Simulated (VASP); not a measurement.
# GaGe (F-43m) in VASP: notebook

GaGe is run at these levels: PBE, LDA+U; tasks: single point.

Everything below comes from runs of VASP 6.6.1. Logs are shortened: lines on timing, memory, paths and dates and some standing lists are left out, and cuts for length are marked.

## 1. The cell of the first run

Symmetry: F-43m, No. 216, cubic system. The conventional cell has a = 5.796 Å, b = 5.796 Å, c = 5.796 Å, α = 90.00°, β = 90.00°, γ = 90.00°. Within 3.3 Å of Ga (site symmetry -43m) lie 4 Ge at 2.51 Å. Ge (site symmetry -43m) has 4 Ga at 2.51 Å within 3.3 Å.

## 2. Single point, PBE

INCAR reads:

```
ALGO     = Normal         # electronic algorithm
EDIFF    = 1E-6           # SCF threshold, eV
ENCUT    = 500            # plane-wave cutoff, eV
GGA      = PE             # functional
GGA_COMPAT= F            
ISIF     = 2              # what is computed and relaxed
ISMEAR   = 0              # smearing method
ISYM     = 0            
LASPH    = T              # aspherical terms in the spheres
LCHARG   = F              # write CHGCAR
LREAL    = F              # projectors in reciprocal space
LWAVE    = F              # write WAVECAR
NBANDS   = 20             # bands
NELM     = 120            # most SCF steps
PREC     = Accurate       # precision mode
SIGMA    = 0.1            # smearing width, eV
```

KPOINTS reads:

```
Automatic mesh
0
Gamma
  2 2 2
  0.8 0.8 0.05
```

POSCAR reads:

```
GaGe
1.0
    0.0000000000      2.8978440000      2.8978440000
    2.8978440000      0.0000000000      2.8978440000
    2.8978440000      2.8978440000      0.0000000000
Ga Ge
1 1
Direct
    0.7500000000      0.7500000000      0.7500000000
    0.0000000000      0.0000000000      0.0000000000
```

Potentials or basis: VASP PAW PBE potentials, release 64 (Ga_d, Ge_d).

Launch:

```
cat potpaw_PBE.64/Ga_d/POTCAR potpaw_PBE.64/Ge_d/POTCAR > POTCAR
mpirun -np 1 vasp_std > vasp.out
```

OUTCAR:

```text
EDIFF = 1E-6
   ENCUT = 500
   GGA = PE
   ISIF = 2
   ISMEAR = 0
   ISYM = 0
   LASPH = T
   LREAL = F
   NELM = 120
   PREC = Accurate

 ion  position               nearest neighbor table
   1  0.750  0.750  0.750-   2 2.51   2 2.51   2 2.51   2 2.51
   2  0.000  0.000  0.000-   1 2.51   1 2.51   1 2.51   1 2.51

IMPORTANT INFORMATION: All symmetrisations will be switched off!
NOSYMM: (Re-)initialisation of all symmetry stuff for point group C_1.

----------------------------------------------------------------------------------------

                                     Primitive cell

  volume of cell :      48.6693

  direct lattice vectors                    reciprocal lattice vectors
     0.000000000  2.897844000  2.897844000    -0.172542069  0.172542069  0.172542069
     2.897844000  0.000000000  2.897844000     0.172542069 -0.172542069  0.172542069
     2.897844000  2.897844000  0.000000000     0.172542069  0.172542069 -0.172542069

  length of vectors
     4.098170286  4.098170286  4.098170286     0.298851630  0.298851630  0.298851630

  position of ions in fractional coordinates (direct lattice)
     0.750000000  0.750000000  0.750000000
     0.000000000  0.000000000  0.000000000

  ion indices of the primitive-cell ions
   primitive index   ion index
                 1           1
                 2           2

----------------------------------------------------------------------------------------

 KPOINTS: Automatic mesh

Automatic generation of k-mesh.
 Grid dimensions read from file:
 generate k-points for:    2    2    2

 Generating k-lattice:

  Cartesian coordinates                     Fractional coordinates (reciprocal lattice)
    -0.086271035  0.086271035  0.086271035     0.500000000  0.000000000  0.000000000
     0.086271035 -0.086271035  0.086271035     0.000000000  0.500000000  0.000000000
     0.086271035  0.086271035 -0.086271035     0.000000000  0.000000000  0.500000000

  Length of vectors
     0.149425815  0.149425815  0.149425815

  Shift w.r.t. Gamma in fractional coordinates (k-lattice)
     0.800000000  0.800000000  0.050000000

 Subroutine IBZKPT returns following result:
 ===========================================

 Found     96 irreducible k-points:

 Following reciprocal coordinates:
            Coordinates               Weight
 -0.100000 -0.100000  0.025000      2.000000
  0.025000 -0.100000 -0.100000      2.000000
 -0.100000  0.025000 -0.100000      2.000000
 -0.100000 -0.125000  0.000000      2.000000
 -0.100000  0.000000 -0.125000      2.000000
  0.025000  0.125000  0.125000      2.000000
[... 16 lines left out ...]
  0.125000  0.025000 -0.375000      2.000000
  0.500000 -0.100000 -0.125000      2.000000
 [... further k-points ...]
   k-points           NKPTS =     96   k-points in BZ     NKDIM =     96   number of bands    NBANDS=     20
   number of dos      NEDOS =    301   number of ions     NIONS =      2
   total plane-waves  NPLWV =  27000
   dimension x,y,z NGX =    30 NGY =   30 NGZ =   30
   dimension x,y,z NGXF=    60 NGYF=   60 NGZF=   60
   ions per type =               1   1
   NGX,Y,Z   is equivalent  to a cutoff of  12.17, 12.17, 12.17 a.u.
   NGXF,Y,Z  is equivalent  to a cutoff of  24.34, 24.34, 24.34 a.u.
 SYSTEM =  unknown system
   PREC   = accura    normal or accurate (medium, high low for compatibility)
   ISTART =      0    job   : 0-new  1-cont  2-samecut
   ICHARG =      2    charge: 1-file 2-atom 10-const
   ISPIN  =      1    spin polarized calculation?
   LNONCOLLINEAR =      F non collinear calculations
   LSORBIT =      F    spin-orbit coupling
   LASPH  =      T    aspherical Exc in radial PAW
   ENCUT  =  500.0 eV  36.75 Ry    6.06 a.u.   7.47  7.47  7.47*2*pi/ulx,y,z
   NELM   =    120;   NELMIN=  2; NELMDL= -5     # of ELM steps
   EDIFF  = 0.1E-05   stopping-criterion for ELM
   LREAL  =      F    real-space projection
   EDIFFG = 0.1E-04   stopping-criterion for IOM
   NSW    =      0    number of steps for IOM
   IBRION =     -1    ionic relax: 0-MD 1-quasi-New 2-CG
   NFREE  =      0    steps in history (QN), initial steepest desc. (CG)
   ISIF   =      2    stress and relaxation
   ISYM   =      0    0-nonsym 1-usesym 2-fastsym
   POTIM  = 0.5000    time-step for ionic-motion
   TEBEG  =    0.0;   TEEND  =   0.0 temperature during run
   PSTRESS=    0.0 pullay stress
   NELECT =      27.0000    total number of electrons
   NUPDOWN=      -1.0000    fix difference up-down
   EMIN   =  10.00;   EMAX   =-10.00  energy-range for DOS
   EFERMI =   0.00;   METHOD = LEGACY
   ISMEAR =     0;   SIGMA  =   0.10  broadening in eV -4-tet -1-fermi 0-gaus
   EFERMI_NEDOS =   21; number of points for ismear=-14 and -15
   IALGO  =     38    algorithm
   IMIX   =      4    mixing-type and parameters
     AMIX     =   0.40;   BMIX     =  1.00
     AMIX_MAG =   1.60;   BMIX_MAG =  1.00
  volume/ion in A,a.u.               =      24.33       164.22
  Fermi-wavevector in a.u.,A,eV,Ry     =   1.345172  2.542006 24.619567  1.809487
  Thomas-Fermi vector in A             =   2.473106
   LORBIT       =      0    0 simple, 1 ext, 2 COOP (PROOUT), +10 PAW based schemes
   GGA     = PE    functional components
   LHFCALC =     F    Hartree Fock is set to
   AEXX    =    0.0000 exact exchange contribution
   IVDW    =     0    specifies the selected vdW correction
   LEPSILON=     F    determine dielectric tensor
   LRPA    =     F    only Hartree local field effects (RPA)
 non-spin polarized calculation
 Gauss-broadening in eV      SIGMA  =   0.10
  energy-cutoff  :      500.00
  volume of cell :       48.67
 maximum number of plane-waves:      1249
 NGX is ok and might be reduce to    30
   NGX = 15   NGY = 15   NGZ = 15

 number of electron      26.9999991 magnetization

 Free energy of the ion-electron system (eV)
  ---------------------------------------------------
  ext. energy  EPLUGINS =         0.00000000
  ---------------------------------------------------
  free energy    TOTEN  =        -6.42665787 eV

  energy without entropy =       -6.40572473  energy(sigma->0) =       -6.41619130

 E-fermi :   3.4476     XC(G=0):  -9.5071

 val. band max:        3.4381853971   @ k =   0.4000  -0.1000   0.0250
 cond. band min:       3.5517247832   @ k =   0.3750   0.3750   0.4750
 fundamental gap:      0.1135393861
 Fermi energy:         3.4475525710

 k-point     1 :      -0.1000   -0.1000    0.0250
  band No.  band energies     occupation
      1     -20.7173      2.00000
      2     -20.7162      2.00000
      3     -20.7162      2.00000
      4     -20.6981      2.00000
      5     -20.6975      2.00000
      6     -11.2276      2.00000
[... 12 lines left out ...]
     19      11.7920      0.00000
     20      12.0091      0.00000

 k-point     2 :       0.0250   -0.1000   -0.1000
  band No.  band energies     occupation
      1     -20.7173      2.00000
      2     -20.7162      2.00000
      3     -20.7162      2.00000
      4     -20.6981      2.00000
      5     -20.6975      2.00000
      6     -11.2276      2.00000
[... 12 lines left out ...]
     19      11.7920      0.00000
     20      12.0091      0.00000

 k-point     3 :      -0.1000    0.0250   -0.1000
  band No.  band energies     occupation
      1     -20.7173      2.00000
      2     -20.7162      2.00000
      3     -20.7162      2.00000
      4     -20.6981      2.00000
      5     -20.6975      2.00000
      6     -11.2276      2.00000
[... 12 lines left out ...]
     19      11.7920      0.00000
     20      12.0091      0.00000

 k-point     4 :      -0.1000   -0.1250    0.0000
  band No.  band energies     occupation
      1     -20.7173      2.00000
      2     -20.7162      2.00000
      3     -20.7162      2.00000
      4     -20.6981      2.00000
      5     -20.6975      2.00000
      6     -11.2276      2.00000
[... 12 lines left out ...]
     19      11.7920      0.00000
     20      12.0091      0.00000

 k-point     5 :      -0.1000    0.0000   -0.1250
  band No.  band energies     occupation
      1     -20.7173      2.00000
      2     -20.7162      2.00000
      3     -20.7162      2.00000
      4     -20.6981      2.00000
      5     -20.6975      2.00000
      6     -11.2276      2.00000
[... 12 lines left out ...]
     19      11.7920      0.00000
     20      12.0091      0.00000

 k-point     6 :       0.0250    0.1250    0.1250
  band No.  band energies     occupation
      1     -20.7173      2.00000
      2     -20.7162      2.00000
      3     -20.7162      2.00000
      4     -20.6981      2.00000
      5     -20.6975      2.00000
      6     -11.2276      2.00000
[... 12 lines left out ...]
     19      11.7920      0.00000
     20      12.0091      0.00000

 k-point     7 :      -0.1250   -0.1250   -0.0250
  band No.  band energies     occupation
      1     -20.7173      2.00000
      2     -20.7162      2.00000
      3     -20.7162      2.00000
      4     -20.6981      2.00000
      5     -20.6975      2.00000
      6     -11.2276      2.00000
[... 12 lines left out ...]
     19      11.7920      0.00000
     20      12.0091      0.00000
[... 277 lines left out ...]
 k-point    20 :       0.5000    0.1250    0.1000
  band No.  band energies     occupation
      1     -20.7165      2.00000
      2     -20.7146      2.00000
      3     -20.7142      2.00000
      4     -20.6971      2.00000
      5     -20.6969      2.00000
      6     -11.2474      2.00000
[... 12 lines left out ...]
     19      13.1399      0.00000
     20      13.7633      0.00000

 k-point    21 :      -0.3750    0.5000   -0.4000
  band No.  band energies     occupation
      1     -20.7165      2.00000
      2     -20.7146      2.00000
      3     -20.7142      2.00000
      4     -20.6971      2.00000
      5     -20.6969      2.00000
      6     -11.2474      2.00000
[... 12 lines left out ...]
     19      13.1399      0.00000
     20      13.7633      0.00000

 k-point    22 :       0.3750    0.4000    0.5000
  band No.  band energies     occupation
      1     -20.7165      2.00000
      2     -20.7146      2.00000
      3     -20.7142      2.00000
      4     -20.6971      2.00000
      5     -20.6969      2.00000
      6     -11.2474      2.00000
[... 12 lines left out ...]
     19      13.1399      0.00000
     20      13.7633      0.00000

 k-point    23 :       0.1250    0.0250   -0.3750
  band No.  band energies     occupation
      1     -20.7165      2.00000
      2     -20.7146      2.00000
      3     -20.7142      2.00000
      4     -20.6971      2.00000
      5     -20.6969      2.00000
      6     -11.2474      2.00000
[... 12 lines left out ...]
     19      13.1399      0.00000
     20      13.7633      0.00000

 k-point    24 :       0.5000   -0.1000   -0.1250
  band No.  band energies     occupation
      1     -20.7165      2.00000
      2     -20.7146      2.00000
      3     -20.7142      2.00000
      4     -20.6971      2.00000
      5     -20.6969      2.00000
      6     -11.2474      2.00000
[... 12 lines left out ...]
     19      13.1399      0.00000
     20      13.7633      0.00000

 [... further k-points ...]
[... 5 lines left out ...]
  --------------------------------------------------------------------------------------
  -------------------------------------------------------------------------------------
  Total        0.8849614      0.8849631      0.8849604      0.0000764      0.0000747      0.0000450
  in kB       29.1326442     29.1327013     29.1326117      0.0025143      0.0024602      0.0014802
  external PRESSURE =      29.1326524 kB  Pullay stress =       0.0000000 kB

 VOLUME and BASIS-vectors are now :
 -----------------------------------------------------------------------------
  energy-cutoff  :      500.00
  volume of cell :       48.67
      direct lattice vectors                 reciprocal lattice vectors
     0.000000000  2.897844000  2.897844000    -0.172542069  0.172542069  0.172542069
     2.897844000  0.000000000  2.897844000     0.172542069 -0.172542069  0.172542069
     2.897844000  2.897844000  0.000000000     0.172542069  0.172542069 -0.172542069

 POSITION                                       TOTAL-FORCE (eV/Angst)
 -----------------------------------------------------------------------------------
      4.34677      4.34677      4.34677        -0.000006     -0.000000     -0.000001
      0.00000      0.00000      0.00000         0.000006      0.000000      0.000001
 -----------------------------------------------------------------------------------
    total drift:                               -0.000014     -0.000004      0.000003

  FREE ENERGIE OF THE ION-ELECTRON SYSTEM (eV)
  ---------------------------------------------------
  free  energy   TOTEN  =        -6.4266578663 eV

  energy  without entropy=       -6.4057247335  energy(sigma->0) =       -6.41619130
```

Run time: 65 s. Hardware: 1 thread of Intel Xeon 6975P-C, shared host; peak memory 0.23 GiB.

Results:

```yaml
Free_energy: -6.4267 eV
Pressure: 2.9 GPa
```

Levels at points of the mesh, in eV from the Fermi level:
```
             k point  band 10  band 11  band 12  band 13  band 14  band 15  band 16  band 17  band 18  band 19
(-0.10, -0.10, 0.03)   -14.61   -10.64    -0.52     0.68     0.69     3.31     3.61     4.97     4.99     8.34
```

Caveat: the k points lie up to 0.94 Å⁻¹ apart.

## 3. Single point, LDA+U

INCAR reads:

```
SYSTEM = GaGe
  PREC = Accurate
  ENCUT = 500
  EDIFF = 1E-6
  ISMEAR = 0
  SIGMA = 0.1
  LREAL = .False.
  LASPH = .True.
  NELM = 200
  ALGO = Normal
  ISIF = 2
  LWAVE = .False.
  LCHARG = .False.
  LDAU = .True.
  LDAUTYPE = 2
  LDAUL = 2 -1
  LDAUU = 4.6 0
  LDAUJ = 0 0
  LDAUPRINT = 1
  GGA = CA
  NBANDS = 20
  ISYM = 0
  GGA_COMPAT = .False.
```

KPOINTS reads:

```
Automatic mesh
0
Gamma
  2 1 2
  0.5 0.5 0.5
```

POSCAR reads:

```
GaGe
1.0
    0.0000000000      2.8978440000      2.8978440000
    2.8978440000      0.0000000000      2.8978440000
    2.8978440000      2.8978440000      0.0000000000
Ga Ge
1 1
Direct
    1.6220000000      1.6590000000      0.8420000000
    0.8720000000      0.9090000000      0.0920000000
```

Potentials or basis: VASP PAW LDA potentials, release 64 (Ga_d, Ge_d).

Launch:

```
cat potpaw_LDA.64/Ga_d/POTCAR potpaw_LDA.64/Ge_d/POTCAR > POTCAR
mpirun -np 1 vasp_std > vasp.out
```

Run time: 4.5 s. Hardware: 1 thread of Intel Xeon 6975P-C, shared host; peak memory 0.14 GiB.

The run converged. Its results:

```yaml
Free_energy: -10.8610 eV
Pressure: -13.4 GPa
Largest_force: 2.108 eV/Å
```

Forces on the atoms (eV/Å):
```
Ga   0.000  2.108  0.000
Ge   0.000 -2.108  0.000
```

Levels at points of the mesh, in eV from the Fermi level:
| k point | band 10 | band 11 | band 12 | band 13 | band 14 | band 15 | band 16 | band 17 |
| --- | --- | --- | --- | --- | --- | --- | --- | --- |
| (0.25, 0.50, 0.25) | -15.07 | -7.46 | -2.65 | -0.53 | 1.45 | 4.81 | 7.78 | 8.03 |

Eigenvalues of the final occupation matrices:
| site | spin | trace | eigenvalues |
| --- | --- | --- | --- |
| site 1 d | 1 | 4.99 | 0.99 1.00 1.00 1.00 1.00 |
| site 1 d | 2 | 4.99 | 0.99 1.00 1.00 1.00 1.00 |

Caveat: the k points lie up to 1.88 Å⁻¹ apart; U without spin polarisation on a metal has little footing; the U is typed as a test and isn't derived for this compound; forces of over 1 eV/Å act on the atoms, so gaps and moduli don't describe the material at rest.
